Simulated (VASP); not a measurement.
Hf2TaN2, 5 atoms in the cell. The structure is tetragonal, space group P4/mmm (No. 123). Conventional cell: a = 3.747 Å, b = 3.747 Å, c = 5.196 Å, α = 90.00°, β = 90.00°, γ = 90.00°. Hf (site symmetry mmm) has 4 N at 2.29 Å and 4 Hf at 2.65 Å within 3.0 Å. Ta (site symmetry 4/mmm) has 8 N at 2.94 Å and 8 Hf at 3.20 Å and 4 Ta at 3.75 Å within 3.9 Å. N (site symmetry 4mm) has 4 Hf at 2.29 Å and 2 N at 2.57 to 2.63 Å and 4 Ta at 2.94 Å within 3.0 Å. The cell was generated, and may not be a known phase.

| Quantity | Value |
| --- | --- |
| Program | VASP 6.6.1 |
| Task | single point |
| Functional | PBE |
| Potentials or basis | VASP PAW PBE potentials, release 64 (Hf_pv, Ta_pv, N) |
| Cutoff | 520 eV |
| k mesh | 10 × 10 × 8 |
| Occupations | gaussian, width 0.1 eV |
| Spin | no spin polarisation |
| Dipole correction | no |
| Further INCAR settings | ALGO = Normal; EDIFF = 1e-06; NBANDS = 28 |

Potentials or basis: VASP PAW PBE potentials, release 64 (Hf_pv, Ta_pv, N).

Launch:

```console
$ cat potpaw_PBE.64/Hf_pv/POTCAR potpaw_PBE.64/Ta_pv/POTCAR potpaw_PBE.64/N/POTCAR > POTCAR
$ mpirun -np 1 vasp_std > vasp.out
```

Hardware: 1 thread of Intel(R) Xeon(R) 6975P-C (Granite Rapids), on a shared host.

Task: How long does it take, and how much memory?

Result: Run time: 93 s on 1 thread of Intel(R) Xeon(R) 6975P-C (Granite Rapids), with other jobs on the host, peak memory 0.33 GiB. Counts: scf iterations 16, k points 105.
